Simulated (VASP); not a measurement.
Here is a VASP 6.6.1 calculation.

The input INCAR:

```
PREC = Accurate ; ENCUT = 520
EDIFF = 1E-6 ; ISMEAR = 0
SIGMA = 0.05 ; LREAL = Auto
LASPH = T ; NELM = 60
ALGO = Normal ; ISIF = 2
LWAVE = F ; LCHARG = F
GGA = PS ; NBANDS = 102
```

KPOINTS

```
regular mesh
0
Gamma
  3 3 3
```

Contents of POSCAR:

```
La6Si15Os5
1.0
   -6.3687984534     -2.1229328178     -4.9777026545
    2.1229328178     -6.3687984534      4.9777026545
   -2.1229328178      6.3687984534      4.9777026545
La Os Si
6 5 15
Direct
    0.3666399674      0.8187075689      0.6075708647
    0.2005229066      0.4213152615      0.8206216926
    0.0346860650      1.0423194638      1.0519758028
    0.5732892920      0.1675419928      0.4237174801
    0.8276104055      0.6517667076      0.1937273881
    0.7006957037      0.7489640755      0.6482006053
    0.8009203100      0.2695587660      0.8712856572
    0.6002984733      0.8718286031      0.0684222742
    0.3959308585      0.4619308712      0.2620785949
    0.0053625558      0.6676332564      0.6658507193
    0.2005712261      0.0707603789      0.4699206754
    0.3911942979      0.2226064057      0.0186455357
    0.2006632238      0.8245446044      0.2240405159
    0.0100013958      0.4289524863      0.4311557585
    0.5655808703      0.6014795264      0.8415199964
    0.8352401793      0.0771733442      0.6353460484
    0.4913273597      0.7655128570      0.2656357997
    0.3122060158      0.3840003636      0.4880233899
    0.0890485639      0.9772791949      0.6715608291
    0.7004696915      0.1813776208      0.0804955160
    0.9103767810      0.5759454080      0.8743076738
    0.7006801434      0.4669547111      0.3661021998
    0.4967539796      0.2687930535      0.7868149798
    0.3036148268      0.8819172647      0.9808686790
    0.9045888611      0.0917402797      0.3717774600
    0.0976047010      0.4785538448      0.1781555829
```

Potentials or basis: VASP PAW PBE potentials, release 64 (La, Os, Si).

Command:

```console
$ cat potpaw_PBE.64/La/POTCAR potpaw_PBE.64/Os/POTCAR potpaw_PBE.64/Si/POTCAR > POTCAR
$ mpirun -np 1 vasp_std > vasp.out
```

Q: What does it give for the pressure?

A: 10.3 GPa.

Q: What does it give for the band gap on the k mesh?

A: Zero (bands 83 and 84 overlap by 0.16 eV).

Q: What does it give for the largest force?

A: 0.056 eV/Å.

Forces in eV/Å, atoms in the order of the input:
```
La   0.001  0.000  0.000
La   0.001 -0.001  0.003
La   0.001 -0.001 -0.001
La  -0.003  0.011 -0.001
La  -0.007 -0.010  0.002
La  -0.001  0.002  0.023
Os   0.004  0.004 -0.032
Os  -0.006  0.000 -0.030
Os   0.006  0.007  0.009
Os  -0.006 -0.005  0.009
Os  -0.002 -0.002 -0.046
Si   0.001  0.004 -0.034
Si   0.004 -0.009 -0.021
Si  -0.005 -0.001 -0.037
Si   0.002  0.002 -0.046
Si  -0.004 -0.005 -0.048
Si   0.004 -0.010  0.037
Si  -0.005 -0.002  0.036
Si   0.007  0.005  0.035
Si  -0.002 -0.001  0.051
Si   0.000  0.010  0.031
Si  -0.002 -0.001 -0.056
Si   0.006  0.008  0.029
Si   0.013 -0.002  0.030
Si   0.002  0.000  0.028
Si  -0.010  0.000  0.030
```

Caveat: the PAW data sets were made with another functional, which shifts forces and pressure a little; spin-orbit coupling is left out, which moves the levels of the heavy elements.
